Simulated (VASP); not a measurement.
Write the native input for VASP 6.6.1 that does the following.

- Task: single point
- Functional: PBE
- Potentials or basis: VASP PAW PBE potentials, release 64 (Al, Ni)
- Cutoff: 520 eV
- k mesh: 12 × 12 × 8
- Occupations: gaussian, width 0.1 eV
- Spin: no spin polarisation
- Dipole correction: no
- Further INCAR settings: ALGO = Fast; EDIFF = 1e-07; NBANDS = 28

The structure of AlNi lies in POSCAR:

```
AlNi
1.0
    4.0914379709      0.0000000000      0.0000000000
   -2.0457189855      3.5432892208      0.0000000000
    0.0000000000      0.0000000000      5.0109676715
Al Ni
3 3
Direct
    0.0000000000      0.0000000000      0.0000000000
    0.6666666667      0.3333333333      0.3333333333
    0.3333333333      0.6666666667      0.6666666667
    0.3333333333      0.6666666667      0.1666666667
    1.0000000000      1.0000000000      0.5000000000
    0.6666666667      0.3333333333      0.8333333333
```

These files were run (other wordings do the same):

INCAR

```
  PREC = Accurate
  ENCUT = 520
  EDIFF = 1E-7
  ISMEAR = 0
  SIGMA = 0.1
  LREAL = F
  LASPH = T
  NELM = 60
  ALGO = Fast
  ISIF = 2
  LWAVE = F
  LCHARG = F
  GGA = PE
  NBANDS = 28
```

KPOINTS

```
Automatic mesh
0
Gamma
  12 12 8
```

Potentials or basis: VASP PAW PBE potentials, release 64 (Al, Ni).

The run is started by

```bash
$ cat potpaw_PBE.64/Al/POTCAR potpaw_PBE.64/Ni/POTCAR > POTCAR
$ mpirun -np 1 vasp_std > vasp.out
```

Results of the run:

```
Pressure               : 0.0 GPa
Band gap on the k mesh : zero (an odd number of electrons rules out a gap without spin polarisation)
```

Run time: 7.2 min on 1 thread of Intel(R) Xeon(R) Platinum 8259CL CPU @ 2.50GHz (Skylake/Cascade Lake), on a shared host, peak memory 0.34 GiB.
